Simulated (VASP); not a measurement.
# Ho4Pt (P-43m) in VASP: relaxation of cell and atoms with PBE

Aim: the relaxation of cell and atoms of Ho4Pt with PBE.

Program: VASP 6.6.1. These are calculated values, not measurements. Logs are shortened: lines on timing, memory, paths and dates and some standing lists are left out, and cuts for length are marked.

### Step 1. The cell of the first run

It takes space group P-43m (No. 215, cubic). Conventional cell: a = 5.477 Å, b = 5.477 Å, c = 5.477 Å, α = 90.00°, β = 90.00°, γ = 90.00°. Ho (site symmetry 3m) has 1 Pt at 2.63 Å and 3 Ho at 3.45 Å within 3.5 Å. Within 3.5 Å of Pt (site symmetry -43m) lie 4 Ho at 2.63 Å.

The cell was built from a structure type or drawn by symmetry, and may not be a known phase.

### Step 2. Relaxation of cell and atoms, PBE

Contents of INCAR:

```
SYSTEM = Ho4Pt
PREC = Accurate
ENCUT = 500
EDIFF = 1E-7
ISMEAR = 0
SIGMA = 0.1
LREAL = .False.
LASPH = .True.
NELM = 200
ALGO = Normal
ISIF = 3
LWAVE = .False.
LCHARG = .False.
GGA = PE
IBRION = 2
NSW = 100
EDIFFG = -0.01
GGA_COMPAT = .False.
NELMIN = 4
LMAXMIX = 6
```

Contents of KPOINTS:

```
Automatic mesh
0
Gamma
  8 8 8
  0 0 0
```

Contents of POSCAR:

```
Ho4Pt
1.0
    5.4770432187      0.0000000000      0.0000000000
    0.0000000000      5.4770432187      0.0000000000
    0.0000000000      0.0000000000      5.4770432187
Ho Pt
4 1
Direct
    0.2772320083      0.7227679917      0.7227679917
    0.7227679917      0.2772320083      0.7227679917
    0.7227679917      0.7227679917      0.2772320083
    0.2772320083      0.2772320083      0.2772320083
    0.0000000000      0.0000000000      0.0000000000
```

Potentials or basis: VASP PAW PBE potentials, release 64 (Ho_3, Pt), 4f in core.

Run with:

```console
cat potpaw_PBE.64/Ho_3/POTCAR potpaw_PBE.64/Pt/POTCAR > POTCAR
mpirun -np 1 vasp_std > vasp.out
```

OUTCAR:

```text
SYSTEM = Ho4Pt
   PREC = Accurate
   ENCUT = 500
   EDIFF = 1E-7
   ISMEAR = 0
   LREAL = .False.
   LASPH = .True.
   NELM = 200
   ISIF = 3
   GGA = PE
   IBRION = 2
   NSW = 100
   EDIFFG = -0.01
   NELMIN = 4

 ion  position               nearest neighbor table
   1  0.277  0.723  0.723-   5 2.63   3 3.45   4 3.45   2 3.45
   2  0.723  0.277  0.723-   5 2.63   3 3.45   4 3.45   1 3.45
   3  0.723  0.723  0.277-   5 2.63   2 3.45   4 3.45   1 3.45
   4  0.277  0.277  0.277-   5 2.63   2 3.45   3 3.45   1 3.45
   5  0.000  0.000  0.000-   1 2.63   2 2.63   3 2.63   4 2.63

  LATTYP: Found a simple cubic cell.
 ALAT       =     5.4770432187

  Lattice vectors:

 A1 = (   5.4770432187,   0.0000000000,   0.0000000000)
 A2 = (   0.0000000000,   5.4770432187,   0.0000000000)
 A3 = (   0.0000000000,   0.0000000000,   5.4770432187)

Analysis of symmetry for initial positions (statically):
=====================================================================
 Subroutine PRICEL returns:
 Original cell was already a primitive cell.

 Routine SETGRP: Setting up the symmetry group for a
 simple cubic supercell.

 Subroutine GETGRP returns: Found 24 space group operations
 (whereof 24 operations were pure point group operations)
 out of a pool of 48 trial point group operations.

The static configuration has the point symmetry T_d .

Analysis of symmetry for dynamics (positions and initial velocities):
=====================================================================
 Subroutine PRICEL returns:
 Original cell was already a primitive cell.

 Routine SETGRP: Setting up the symmetry group for a
 simple cubic supercell.

 Subroutine GETGRP returns: Found 24 space group operations
 (whereof 24 operations were pure point group operations)
 out of a pool of 48 trial point group operations.

The dynamic configuration has the point symmetry T_d .

 Subroutine INISYM returns: Found 24 space group operations
 (whereof 24 operations are pure point group operations),
 and found     1 'primitive' translations

----------------------------------------------------------------------------------------

                                     Primitive cell

  volume of cell :     164.3004

  direct lattice vectors                    reciprocal lattice vectors
     5.477043219  0.000000000  0.000000000     0.182580265  0.000000000  0.000000000
     0.000000000  5.477043219  0.000000000     0.000000000  0.182580265  0.000000000
     0.000000000  0.000000000  5.477043219     0.000000000  0.000000000  0.182580265

  length of vectors
     5.477043219  5.477043219  5.477043219     0.182580265  0.182580265  0.182580265

  position of ions in fractional coordinates (direct lattice)
     0.277232008  0.722767992  0.722767992
     0.722767992  0.277232008  0.722767992
     0.722767992  0.722767992  0.277232008
     0.277232008  0.277232008  0.277232008
     0.000000000  0.000000000  0.000000000

  ion indices of the primitive-cell ions
   primitive index   ion index
                 1           1
                 2           2
                 3           3
                 4           4
                 5           5

----------------------------------------------------------------------------------------

 KPOINTS: Automatic mesh

Automatic generation of k-mesh.
 Grid dimensions read from file:
 generate k-points for:    8    8    8

 Generating k-lattice:

  Cartesian coordinates                     Fractional coordinates (reciprocal lattice)
     0.022822533  0.000000000  0.000000000     0.125000000  0.000000000  0.000000000
     0.000000000  0.022822533  0.000000000     0.000000000  0.125000000  0.000000000
     0.000000000  0.000000000  0.022822533     0.000000000  0.000000000  0.125000000

  Length of vectors
     0.022822533  0.022822533  0.022822533

  Shift w.r.t. Gamma in fractional coordinates (k-lattice)
     0.000000000  0.000000000  0.000000000

 Subroutine IBZKPT returns following result:
 ===========================================

 Found     35 irreducible k-points:

 Following reciprocal coordinates:
            Coordinates               Weight
  0.000000  0.000000  0.000000      1.000000
  0.125000  0.000000  0.000000      6.000000
  0.250000  0.000000  0.000000      6.000000
  0.375000  0.000000  0.000000      6.000000
  0.500000  0.000000  0.000000      3.000000
  0.125000  0.125000  0.000000     12.000000
[... 16 lines left out ...]
  0.375000  0.375000  0.125000     24.000000
  0.500000  0.375000  0.125000     24.000000
 [... further k-points ...]
   k-points           NKPTS =     35   k-points in BZ     NKDIM =     35   number of bands    NBANDS=     27
   number of dos      NEDOS =    301   number of ions     NIONS =      5
   total plane-waves  NPLWV =  64000
   dimension x,y,z NGX =    40 NGY =   40 NGZ =   40
   dimension x,y,z NGXF=    80 NGYF=   80 NGZF=   80
   ions per type =               4   1
   NGX,Y,Z   is equivalent  to a cutoff of  12.14, 12.14, 12.14 a.u.
   NGXF,Y,Z  is equivalent  to a cutoff of  24.28, 24.28, 24.28 a.u.
 SYSTEM =  Ho4Pt
   PREC   = accura    normal or accurate (medium, high low for compatibility)
   ISTART =      0    job   : 0-new  1-cont  2-samecut
   ICHARG =      2    charge: 1-file 2-atom 10-const
   ISPIN  =      1    spin polarized calculation?
   LNONCOLLINEAR =      F non collinear calculations
   LSORBIT =      F    spin-orbit coupling
   LASPH  =      T    aspherical Exc in radial PAW
   ENCUT  =  500.0 eV  36.75 Ry    6.06 a.u.   9.99  9.99  9.99*2*pi/ulx,y,z
   NELM   =    200;   NELMIN=  4; NELMDL= -5     # of ELM steps
   EDIFF  = 0.1E-06   stopping-criterion for ELM
   LREAL  =      F    real-space projection
   EDIFFG = -.1E-01   stopping-criterion for IOM
   NSW    =    100    number of steps for IOM
   IBRION =      2    ionic relax: 0-MD 1-quasi-New 2-CG
   NFREE  =      1    steps in history (QN), initial steepest desc. (CG)
   ISIF   =      3    stress and relaxation
   ISYM   =      2    0-nonsym 1-usesym 2-fastsym
   POTIM  = 0.5000    time-step for ionic-motion
   TEBEG  =    0.0;   TEEND  =   0.0 temperature during run
   PSTRESS=    0.0 pullay stress
   NELECT =      46.0000    total number of electrons
   NUPDOWN=      -1.0000    fix difference up-down
   EMIN   =  10.00;   EMAX   =-10.00  energy-range for DOS
   EFERMI =   0.00;   METHOD = LEGACY
   ISMEAR =     0;   SIGMA  =   0.10  broadening in eV -4-tet -1-fermi 0-gaus
   EFERMI_NEDOS =   21; number of points for ismear=-14 and -15
   IALGO  =     38    algorithm
   IMIX   =      4    mixing-type and parameters
     AMIX     =   0.40;   BMIX     =  1.00
     AMIX_MAG =   1.60;   BMIX_MAG =  1.00
  volume/ion in A,a.u.               =      32.86       221.75
  Fermi-wavevector in a.u.,A,eV,Ry     =   1.070980  2.023858 15.605851  1.146998
  Thomas-Fermi vector in A             =   2.206706
   LORBIT       =      0    0 simple, 1 ext, 2 COOP (PROOUT), +10 PAW based schemes
   GGA     = PE    functional components
   LHFCALC =     F    Hartree Fock is set to
   AEXX    =    0.0000 exact exchange contribution
   IVDW    =     0    specifies the selected vdW correction
   LEPSILON=     F    determine dielectric tensor
   LRPA    =     F    only Hartree local field effects (RPA)
 conjugate gradient relaxation of ions
 non-spin polarized calculation
 Gauss-broadening in eV      SIGMA  =   0.10
  energy-cutoff  :      500.00
  volume of cell :      164.30
 maximum number of plane-waves:      4224
 NGX is ok and might be reduce to    40
   NGX = 19   NGY = 19   NGZ = 19

--------------------------------------- Ionic step        1  -------------------------------------------

 number of electron      46.0000001 magnetization

 Free energy of the ion-electron system (eV)
  ---------------------------------------------------
  ext. energy  EPLUGINS =         0.00000000
  ---------------------------------------------------
  free energy    TOTEN  =       -24.25095469 eV

  energy without entropy =      -24.17496574  energy(sigma->0) =      -24.21296021

------------------------ aborting loop because EDIFF is reached ----------------------------------------

  FORCE on cell =-STRESS in cart. coord.  units (eV):
  Direction    XX          YY          ZZ          XY          YZ          ZX
  --------------------------------------------------------------------------------------
  -------------------------------------------------------------------------------------
  Total        0.2270471      0.2270471      0.2270471      0.0000000      0.0000000      0.0000000
  in kB        2.2140534      2.2140534      2.2140534      0.0000000      0.0000000      0.0000000
  external PRESSURE =       2.2140534 kB  Pullay stress =       0.0000000 kB
[... 63 lines left out ...]
  energy  without entropy=      -24.1751601116  energy(sigma->0) =      -24.21325185

--------------------------------------- Ionic step        3  -------------------------------------------

 number of electron      46.0000001 magnetization

 Free energy of the ion-electron system (eV)
  ---------------------------------------------------
  ext. energy  EPLUGINS =         0.00000000
  ---------------------------------------------------
  free energy    TOTEN  =       -24.25151943 eV

  energy without entropy =      -24.17540663  energy(sigma->0) =      -24.21346303

 E-fermi :   2.9035     XC(G=0):  -9.4444

 val. band max:        2.9019471613   @ k =   0.1250   0.1250   0.0000
 cond. band min:       2.9040572486   @ k =   0.2500   0.1250   0.1250
 fundamental gap:      0.0021100873
 Fermi energy:         2.9035300391

 k-point     1 :       0.0000    0.0000    0.0000
  band No.  band energies     occupation
      1     -21.5978      2.00000
      2     -21.5313      2.00000
      3     -21.5313      2.00000
      4     -21.3978      2.00000
      5     -21.3978      2.00000
      6     -21.3978      2.00000
[... 709 lines left out ...]
     26       3.6206      0.00000
     27       3.9481      0.00000

 [... further k-points ...]

------------------------ aborting loop because EDIFF is reached ----------------------------------------

  FORCE on cell =-STRESS in cart. coord.  units (eV):
  Direction    XX          YY          ZZ          XY          YZ          ZX
  --------------------------------------------------------------------------------------
  -------------------------------------------------------------------------------------
  Total        0.0022770      0.0022770      0.0022770     -0.0000000      0.0000000      0.0000000
  in kB        0.0221114      0.0221114      0.0221114     -0.0000000      0.0000000      0.0000000
  external PRESSURE =       0.0221114 kB  Pullay stress =       0.0000000 kB
[... 20 lines left out ...]
  FREE ENERGIE OF THE ION-ELECTRON SYSTEM (eV)
  ---------------------------------------------------
  free  energy   TOTEN  =       -24.2515194304 eV

  energy  without entropy=      -24.1754066279  energy(sigma->0) =      -24.21346303

 reached required accuracy - stopping structural energy minimisation
```

Wall time 3.1 min (1 thread of Intel Xeon 6975P-C (Granite Rapids), shared host); peak memory 0.34 GiB.

Results:

| Quantity | Value |
| --- | --- |
| Free energy | -24.2515 eV |
| Relaxed volume | 33.00 Å³/atom |
| Relaxed cell | a = 5.485 Å, b = 5.485 Å, c = 5.485 Å, α = 90.00°, β = 90.00°, γ = 90.00° |
| Space group after relaxing (to 0.1 Å) | P-43m (No. 215) |
| Energy gained by relaxing | 0.1 meV/atom |
| Ionic steps | 3 |
| Pressure after relaxing | 0.0 GPa |
| Band gap on the k mesh | zero (bands 23 and 24 overlap by 0.21 eV) |

The path:
```
step  energy change (eV)  largest force (eV/Å)  pressure (GPa)  volume (Å³)
   1              0.0000                0.0378            0.22       164.30
   2             -0.0004                0.0228           -0.12       165.38
   3             -0.0006                0.0012            0.00       164.99
```

Final structure:
```xyz
5
Lattice="5.4847 0.0000 0.0000 0.0000 5.4847 0.0000 0.0000 0.0000 5.4847" Properties=species:S:1:pos:R:3 pbc="T T T"
Ho    1.5212    3.9635    3.9635
Ho    3.9635    1.5212    3.9635
Ho    3.9635    3.9635    1.5212
Ho    1.5212    1.5212    1.5212
Pt    0.0000    0.0000    0.0000
```

Caveat: spin-orbit coupling is left out, which moves the levels of the heavy elements; the 4f electrons are frozen in the core, so they carry no moment and show no levels. Spin polarisation is off, so any magnetic state and its effect on volume and gap are missing.
